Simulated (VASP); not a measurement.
TaW2N4: relaxation of cell and atoms with PBE

TaW2N4:

```
Ta W N
1.0
     3.12396   -4.41545    0.00000
     3.12396    4.41545    0.00000
     0.00000    0.00000    3.11529
Ta W N
1 2 4
Direct
  0.00000 0.00000 0.00000
  0.00000 0.50000 0.50000
  0.50000 0.00000 0.50000
  0.23976 0.23976 0.50000
  0.76024 0.76024 0.50000
  0.75651 0.24349 0.00000
  0.24349 0.75651 0.00000
```

The cell was built from a structure type or drawn by symmetry, and may not be a known phase.

* Program: VASP 6.6.1
* Task: relaxation of cell and atoms
* Functional: PBE
* Potentials or basis: VASP PAW PBE potentials, release 64 (Ta_pv, W_sv, N)
* Cutoff: 600 eV
* k mesh: 3 × 3 × 4
* Occupations: gaussian, width 0.15 eV
* Spin: no spin polarisation
* Dipole correction: no
* Further INCAR settings: ALGO = Normal; EDIFF = 1e-06; IBRION = 2; EDIFFG = -0.08; NSW = 36; ISIF = 3

- Relaxed volume: 11.03 Å³/atom
- Relaxed cell: a = 5.142 Å, b = 5.142 Å, c = 3.063 Å, α = 90.00°, β = 90.00°, γ = 107.57°
- Space group after relaxing (to 0.1 Å): Cmmm (No. 65)
- Energy gained by relaxing: 122.8 meV/atom
- Ionic steps: 12
- Pressure after relaxing: 0.1 GPa
- Largest force after relaxing: 0.051 eV/Å
- Band gap on the k mesh: zero (an odd number of electrons rules out a gap without spin polarisation)

Forces in eV/Å, atoms in the order of the input:
```
Ta   0.000  0.000  0.000
W    0.000  0.000  0.000
W    0.000  0.000  0.000
N   -0.051  0.000  0.000
N    0.051  0.000  0.000
N    0.000  0.024  0.000
N    0.000 -0.024  0.000
```

Stress tensor (GPa, compression positive):
```
-0.25  0.00  0.00
 0.00  0.21  0.00
 0.00  0.00  0.25
```

Step by step:
| step | energy change (eV) | largest force (eV/Å) | pressure (GPa) | volume (Å³) |
| --- | --- | --- | --- | --- |
| 1 | 0.0000 | 0.7189 | -21.99 | 85.94 |
| 2 | 1.9625 | 4.4279 | 78.52 | 66.61 |
| 3 | -0.5735 | 1.6605 | -0.36 | 79.06 |
| 4 | -0.5756 | 1.7120 | 0.93 | 78.73 |
| 5 | -0.8074 | 0.7929 | 1.01 | 77.53 |
| 6 | -0.8421 | 0.2673 | 1.57 | 76.80 |
| 7 | -0.8424 | 0.3063 | 1.52 | 76.85 |
| 8 | -0.8412 | 0.2061 | -3.56 | 77.91 |
| 9 | -0.8517 | 0.1470 | -1.01 | 77.36 |
| 10 | -0.8565 | 0.0308 | 0.75 | 76.98 |
| 11 | -0.8565 | 0.0339 | 0.61 | 77.01 |
| 12 | -0.8593 | 0.0513 | 0.07 | 77.20 |

Final structure:
```xyz
7
Lattice="3.0379 -4.1484 0.0000 3.0379 4.1484 0.0000 0.0000 0.0000 3.0630" Properties=species:S:1:pos:R:3 pbc="T T T"
Ta    0.0000    0.0000    0.0000
W     1.5189    2.0742    1.5315
W     1.5189   -2.0742    1.5315
N     1.4854    0.0000    1.5315
N     4.5904    0.0000    1.5315
N     3.0379   -1.9819    0.0000
N     3.0379    1.9819    3.0630
```

Levels at points of the mesh, in eV from the Fermi level:
| k point | band 27 | band 28 | band 29 | band 30 | band 31 | band 32 |
| --- | --- | --- | --- | --- | --- | --- |
| (0.00, 0.00, 0.00) | -2.01 | -1.90 | -1.47 | -1.06 | 0.14 | 0.39 |
| (0.00, 0.00, 0.50) | -3.59 | 0.01 | 0.74 | 0.96 | 1.03 | 1.28 |

Wall time 5.1 min on 1 thread of AMD EPYC 9R45 96-Core Processor (Zen 5) (shared host), peak memory 0.23 GiB.

Caveat: the k points lie up to 0.51 Å⁻¹ apart in the final cell, too coarse for converged energies and pressures of a metal; spin-orbit coupling is left out, which moves the levels of the heavy elements; the relaxation stopped at a loose force limit of 0.08 eV/Å, so its end isn't a converged minimum.
